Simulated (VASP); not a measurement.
Runs of VASP 6.6.1 on BaTe. The structure is that of space group Fm-3m (No. 225), or close to it. The cells are those of the table. 

```tsv
cell	gap on the mesh (eV)	pressure (GPa)
a = 4.854 Å, angles 60.0°, 2 atoms	1.37	(b)
a = 4.724 Å, angles 60.0°, 2 atoms	1.14	7.6
a = 4.757 Å, angles 60.0°, 2 atoms	1.20	(c)
a = 4.917 Å, angles 60.0°, 2 atoms	(a)	1.9
a = 4.886 Å, angles 60.0°, 2 atoms	1.42	2.7
```

Alike in all rows: task single point; level PBE; potentials or basis VASP PAW PBE potentials, release 64 (Ba_sv, Te); no spin polarisation; k mesh 4 × 4 × 4; cutoff (eV) 500; smearing gaussian 0.01 eV.

Task: Fill in the values left out.

Result: (a) 1.47; (b) 3.5; (c) 6.4.

Caveats: spin-orbit coupling is left out, which moves the levels of the heavy elements; the cell stands under pressure (at least some runs).

A k mesh can miss the band edges, and the runs leave out spin-orbit coupling on Ba, Te.
